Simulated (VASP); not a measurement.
# O (P6/mmm) in VASP: notebook

Runs on O. Level: PBE. Tasks: single point.

Everything below comes from runs of VASP 6.6.1. Logs are shortened: lines on timing, memory, paths and dates and some standing lists are left out, and cuts for length are marked.

### 1 The cell of the first run

It takes space group P6/mmm (No. 191, hexagonal). Conventional cell: a = 3.198 Å, b = 3.198 Å, c = 2.947 Å, α = 90.00°, β = 90.00°, γ = 120.00°. O (site symmetry 6/mmm) has 20 O at 2.36 to 3.20 Å within 3.2 Å. Within 2.4 Å of O (site symmetry -6m2) lie 9 O at 1.85 to 2.36 Å.

### 2 Single point, PBE

INCAR reads:

```
SYSTEM = O
PREC     = Accurate       ! precision mode
ENCUT    = 520            ! plane-wave cutoff, eV
EDIFF    = 1E-6           ! SCF threshold, eV
ISMEAR   = -1             ! smearing method
SIGMA    = 0.08           ! smearing width, eV
LREAL    = .False.        ! projectors in reciprocal space
LASPH    = .True.         ! aspherical terms in the spheres
NELM     = 80             ! most SCF steps
ALGO     = Normal         ! electronic algorithm
ISIF     = 2              ! what is computed and relaxed
LWAVE    = .False.        ! write WAVECAR
LCHARG   = .False.        ! write CHGCAR
GGA      = PE             ! functional
NBANDS   = 16             ! bands
```

KPOINTS reads:

```
regular mesh
0
Gamma
  9 9 13
  0 0 0
```

POSCAR reads:

```
O
1.0
    3.1975135574      0.0000000000      0.0000000000
   -1.5987567787      2.7691279696      0.0000000000
    0.0000000000      0.0000000000      2.9469708550
O
3
Direct
    0.0000000000      0.0000000000      0.0000000000
    0.3333333333      0.6666666667      0.5000000000
    0.6666666667      0.3333333333      0.5000000000
```

Potentials or basis: VASP PAW PBE potentials, release 64 (O).

On the command line:

```console
$ cat potpaw_PBE.64/O/POTCAR > POTCAR
$ mpirun -np 1 vasp_std > vasp.out
```

OUTCAR:

```text
SYSTEM = O
   PREC = Accurate
   ENCUT = 520
   EDIFF = 1E-6
   ISMEAR = -1
   LREAL = .False.
   LASPH = .True.
   NELM = 80
   ISIF = 2
   GGA = PE

 ion  position               nearest neighbor table
   1  0.000  0.000  0.000-
   2  0.333  0.667  0.500-   3 1.85   3 1.85   3 1.85
   3  0.667  0.333  0.500-   2 1.85   2 1.85   2 1.85

  LATTYP: Found a hexagonal cell.
 ALAT       =     3.1975135574
 C/A-ratio  =     0.9216445223

  Lattice vectors:

 A1 = (   3.1975135574,   0.0000000000,   0.0000000000)
 A2 = (  -1.5987567787,   2.7691279696,   0.0000000000)
 A3 = (   0.0000000000,   0.0000000000,   2.9469708550)

Analysis of symmetry for initial positions (statically):
=====================================================================
 Subroutine PRICEL returns:
 Original cell was already a primitive cell.

 Routine SETGRP: Setting up the symmetry group for a
 hexagonal supercell.

 Subroutine GETGRP returns: Found 24 space group operations
 (whereof 24 operations were pure point group operations)
 out of a pool of 24 trial point group operations.

The static configuration has the point symmetry D_6h.

Analysis of symmetry for dynamics (positions and initial velocities):
=====================================================================
 Subroutine PRICEL returns:
 Original cell was already a primitive cell.

 Routine SETGRP: Setting up the symmetry group for a
 hexagonal supercell.

 Subroutine GETGRP returns: Found 24 space group operations
 (whereof 24 operations were pure point group operations)
 out of a pool of 24 trial point group operations.

The dynamic configuration has the point symmetry D_6h.

 Subroutine INISYM returns: Found 24 space group operations
 (whereof 24 operations are pure point group operations),
 and found     1 'primitive' translations

----------------------------------------------------------------------------------------

                                     Primitive cell

  volume of cell :      26.0934

  direct lattice vectors                    reciprocal lattice vectors
     3.197513557  0.000000000  0.000000000     0.312743005  0.180562258  0.000000000
    -1.598756779  2.769127970  0.000000000     0.000000000  0.361124517  0.000000000
     0.000000000  0.000000000  2.946970855     0.000000000  0.000000000  0.339331486

  length of vectors
     3.197513557  3.197513557  2.946970855     0.361124517  0.361124517  0.339331486

  position of ions in fractional coordinates (direct lattice)
     0.000000000  0.000000000  0.000000000
     0.333333333  0.666666667  0.500000000
     0.666666667  0.333333333  0.500000000

  ion indices of the primitive-cell ions
   primitive index   ion index
                 1           1
                 2           2
                 3           3

----------------------------------------------------------------------------------------

 KPOINTS: regular mesh

Automatic generation of k-mesh.
 Grid dimensions read from file:
 generate k-points for:    9    9   13

 Generating k-lattice:

  Cartesian coordinates                     Fractional coordinates (reciprocal lattice)
     0.034749223  0.020062473  0.000000000     0.111111111 -0.000000000  0.000000000
     0.000000000  0.040124946  0.000000000     0.000000000  0.111111111  0.000000000
     0.000000000  0.000000000  0.026102422     0.000000000  0.000000000  0.076923077

  Length of vectors
     0.040124946  0.040124946  0.026102422

  Shift w.r.t. Gamma in fractional coordinates (k-lattice)
     0.000000000  0.000000000  0.000000000

 Subroutine IBZKPT returns following result:
 ===========================================

 Found     84 irreducible k-points:

 Following reciprocal coordinates:
            Coordinates               Weight
  0.000000  0.000000  0.000000      1.000000
  0.111111  0.000000  0.000000      6.000000
  0.222222 -0.000000  0.000000      6.000000
  0.333333 -0.000000  0.000000      6.000000
  0.444444 -0.000000  0.000000      6.000000
  0.111111  0.111111  0.000000      6.000000
[... 16 lines left out ...]
  0.333333  0.222222  0.076923     24.000000
  0.333333  0.333333  0.076923      4.000000
 [... further k-points ...]
   k-points           NKPTS =     84   k-points in BZ     NKDIM =     84   number of bands    NBANDS=     16
   number of dos      NEDOS =    301   number of ions     NIONS =      3
   total plane-waves  NPLWV =  13824
   dimension x,y,z NGX =    24 NGY =   24 NGZ =   24
   dimension x,y,z NGXF=    48 NGYF=   48 NGZF=   48
   ions per type =               3
   NGX,Y,Z   is equivalent  to a cutoff of  12.48, 12.48, 13.54 a.u.
   NGXF,Y,Z  is equivalent  to a cutoff of  24.96, 24.96, 27.08 a.u.
 SYSTEM =  O
   PREC   = accura    normal or accurate (medium, high low for compatibility)
   ISTART =      0    job   : 0-new  1-cont  2-samecut
   ICHARG =      2    charge: 1-file 2-atom 10-const
   ISPIN  =      1    spin polarized calculation?
   LNONCOLLINEAR =      F non collinear calculations
   LSORBIT =      F    spin-orbit coupling
   LASPH  =      T    aspherical Exc in radial PAW
   ENCUT  =  520.0 eV  38.22 Ry    6.18 a.u.   5.95  5.95  5.48*2*pi/ulx,y,z
   NELM   =     80;   NELMIN=  2; NELMDL= -5     # of ELM steps
   EDIFF  = 0.1E-05   stopping-criterion for ELM
   LREAL  =      F    real-space projection
   EDIFFG = 0.1E-04   stopping-criterion for IOM
   NSW    =      0    number of steps for IOM
   IBRION =     -1    ionic relax: 0-MD 1-quasi-New 2-CG
   NFREE  =      0    steps in history (QN), initial steepest desc. (CG)
   ISIF   =      2    stress and relaxation
   ISYM   =      2    0-nonsym 1-usesym 2-fastsym
   POTIM  = 0.5000    time-step for ionic-motion
   TEBEG  =    0.0;   TEEND  =   0.0 temperature during run
   PSTRESS=    0.0 pullay stress
   NELECT =      18.0000    total number of electrons
   NUPDOWN=      -1.0000    fix difference up-down
   EMIN   =  10.00;   EMAX   =-10.00  energy-range for DOS
   EFERMI =   0.00;   METHOD = LEGACY
   ISMEAR =    -1;   SIGMA  =   0.08  broadening in eV -4-tet -1-fermi 0-gaus
   EFERMI_NEDOS =   21; number of points for ismear=-14 and -15
   IALGO  =     38    algorithm
   IMIX   =      4    mixing-type and parameters
     AMIX     =   0.40;   BMIX     =  1.00
     AMIX_MAG =   1.60;   BMIX_MAG =  1.00
  volume/ion in A,a.u.               =       8.70        58.70
  Fermi-wavevector in a.u.,A,eV,Ry     =   1.446512  2.733511 28.468772  2.092396
  Thomas-Fermi vector in A             =   2.564572
   LORBIT       =      0    0 simple, 1 ext, 2 COOP (PROOUT), +10 PAW based schemes
   GGA     = PE    functional components
[... 5 lines left out ...]
 non-spin polarized calculation
  energy-cutoff  :      520.00
  volume of cell :       26.09
 maximum number of plane-waves:       732
 NGX is ok and might be reduce to    24
   NGX = 11   NGY = 11   NGZ = 11

 number of electron      17.9999995 magnetization

 Free energy of the ion-electron system (eV)
  ---------------------------------------------------
  ext. energy  EPLUGINS =         0.00000000
  ---------------------------------------------------
  free energy    TOTEN  =        -7.84709553 eV

  energy without entropy =       -7.76561252  energy(sigma->0) =       -7.80635403

 E-fermi :   1.1755     XC(G=0): -11.4145

 val. band max:        1.1744285262   @ k =   0.1111   0.0000   0.2308
 cond. band min:       1.1817520627   @ k =   0.3333   0.1111   0.0000
 fundamental gap:      0.0073235365
 Fermi energy:         1.1755158037

 k-point     1 :       0.0000    0.0000    0.0000
  band No.  band energies     occupation
      1     -20.3162      2.00000
      2     -14.2261      2.00000
      3     -12.7487      2.00000
      4      -3.9431      2.00000
      5      -3.9431      2.00000
      6      -3.1043      2.00000
[... 8 lines left out ...]
     15      24.7877      0.00000
     16      24.7877      0.00000

 k-point     2 :       0.1111    0.0000    0.0000
  band No.  band energies     occupation
      1     -20.1646      2.00000
      2     -14.2790      2.00000
      3     -13.0734      2.00000
      4      -4.2040      2.00000
      5      -3.8344      2.00000
      6      -2.9694      2.00000
[... 8 lines left out ...]
     15      23.3285      0.00000
     16      25.0410      0.00000

 k-point     3 :       0.2222   -0.0000    0.0000
  band No.  band energies     occupation
      1     -19.7188      2.00000
      2     -14.5051      2.00000
      3     -13.8305      2.00000
      4      -4.7153      2.00000
      5      -3.4744      2.00000
      6      -2.5761      2.00000
[... 8 lines left out ...]
     15      21.5009      0.00000
     16      25.7640      0.00000

 k-point     4 :       0.3333   -0.0000    0.0000
  band No.  band energies     occupation
      1     -19.0153      2.00000
      2     -15.3465      2.00000
      3     -14.2538      2.00000
      4      -5.1612      2.00000
      5      -2.8757      2.00000
      6      -1.9622      2.00000
[... 8 lines left out ...]
     15      20.0958      0.00000
     16      25.9771      0.00000
[... 324 lines left out ...]
 k-point    22 :       0.2222    0.2222    0.0769
  band No.  band energies     occupation
      1     -18.5772      2.00000
      2     -15.4261      2.00000
      3     -14.8828      2.00000
      4      -5.1155      2.00000
      5      -2.5872      2.00000
      6      -1.7648      2.00000
[... 8 lines left out ...]
     15      19.7828      0.00000
     16      25.3117      0.00000

 k-point    23 :       0.3333    0.2222    0.0769
  band No.  band energies     occupation
      1     -17.7641      2.00000
      2     -16.3607      2.00000
      3     -15.0570      2.00000
      4      -5.1790      2.00000
      5      -1.9591      2.00000
      6      -1.2921      2.00000
[... 8 lines left out ...]
     15      19.1418      0.00000
     16      25.1751      0.00000

 k-point    24 :       0.3333    0.3333    0.0769
  band No.  band energies     occupation
      1     -16.9984      2.00000
      2     -16.9984      2.00000
      3     -15.3121      2.00000
      4      -5.1342      2.00000
      5      -1.3676      2.00000
      6      -1.3676      2.00000
[... 8 lines left out ...]
     15      18.9243      0.00000
     16      24.9580      0.00000

 [... further k-points ...]

------------------------ aborting loop because EDIFF is reached ----------------------------------------

  FORCE on cell =-STRESS in cart. coord.  units (eV):
  Direction    XX          YY          ZZ          XY          YZ          ZX
  --------------------------------------------------------------------------------------
  -------------------------------------------------------------------------------------
  Total       -0.2632564     -0.2632564     -0.2999157      0.0000000      0.0000000      0.0000000
  in kB      -16.1643505    -16.1643505    -18.4152908      0.0000000      0.0000000      0.0000000
  external PRESSURE =     -16.9146639 kB  Pullay stress =       0.0000000 kB

 VOLUME and BASIS-vectors are now :
 -----------------------------------------------------------------------------
  energy-cutoff  :      520.00
  volume of cell :       26.09
      direct lattice vectors                 reciprocal lattice vectors
     3.197513557  0.000000000  0.000000000     0.312743005  0.180562258  0.000000000
    -1.598756779  2.769127970  0.000000000     0.000000000  0.361124517  0.000000000
     0.000000000  0.000000000  2.946970855     0.000000000  0.000000000  0.339331486

 POSITION                                       TOTAL-FORCE (eV/Angst)
 -----------------------------------------------------------------------------------
      0.00000      0.00000      0.00000        -0.000000     -0.000000      0.000000
     -0.00000      1.84609      1.47349        -0.000000      0.000000      0.000000
      1.59876      0.92304      1.47349         0.000000     -0.000000     -0.000000
 -----------------------------------------------------------------------------------
    total drift:                                0.000000     -0.000000      0.000000

  FREE ENERGIE OF THE ION-ELECTRON SYSTEM (eV)
  ---------------------------------------------------
  free  energy   TOTEN  =        -7.8470955308 eV

  energy  without entropy=       -7.7656125224  energy(sigma->0) =       -7.80635403
```

Wall time 18 s (1 thread of Intel Xeon Platinum 8259CL at 2.50GHz (Skylake/Cascade Lake), shared host); peak memory 0.14 GiB.

What came out:

| Item | Value |
| --- | --- |
| Free energy | -7.8471 eV |
| Pressure | -1.7 GPa |
| Band gap on the k mesh | zero (bands 9 and 10 overlap by 0.72 eV) |

Levels at points of the mesh, in eV from the Fermi level:
| k point | band 6 | band 7 | band 8 | band 9 | band 10 | band 11 | band 12 | band 13 |
| --- | --- | --- | --- | --- | --- | --- | --- | --- |
| (0.00, 0.00, 0.00) | -4.28 | -1.98 | -1.98 | 0.43 | 0.76 | 1.90 | 1.90 | 13.16 |

### 3 Single point, PBE

INCAR reads:

```
  PREC = Accurate
  ENCUT = 520
  EDIFF = 1E-6
  ISMEAR = -1
  SIGMA = 0.08
  LREAL = False
  LASPH = True
  NELM = 80
  ALGO = Normal
  ISIF = 2
  LWAVE = False
  LCHARG = False
  GGA = PE
  NBANDS = 16
```

KPOINTS reads:

```
regular mesh
0
Gamma
  9 9 13
```

POSCAR reads:

```
O
1.0
    3.1972607161      0.0000000000      0.0000000000
   -1.5986303581      2.7689090027      0.0000000000
    0.0000000000      0.0000000000      2.9474983522
O
3
Direct
    0.0000000000      0.0000000000      0.0000000000
    0.3333333333      0.6666666667      0.5000000000
    0.6666666667      0.3333333333      0.5000000000
```

Potentials or basis: VASP PAW PBE potentials, release 64 (O).

On the command line:

```console
$ cat potpaw_PBE.64/O/POTCAR > POTCAR
$ mpirun -np 1 vasp_std > vasp.out
```

It took 18 s on 1 thread of Intel Xeon Platinum 8259CL at 2.50GHz (Skylake/Cascade Lake), shared host; peak memory 0.14 GiB.

It converged, with:

- Free energy: -7.8471 eV
- Pressure: -1.7 GPa
- Band gap on the k mesh: zero (bands 9 and 10 overlap by 0.72 eV)

Stress tensor (GPa, compression positive):
```
-1.60  0.00  0.00
 0.00 -1.60  0.00
 0.00  0.00 -1.85
```

Levels at points of the mesh, in eV from the Fermi level:
```csv
k point,band 5,band 6,band 7,band 8,band 9,band 10,band 11,band 12,band 13,band 14
"(0.00, 0.00, 0.00)",-5.12,-4.28,-1.98,-1.98,0.43,0.76,1.90,1.90,13.16,17.14
```
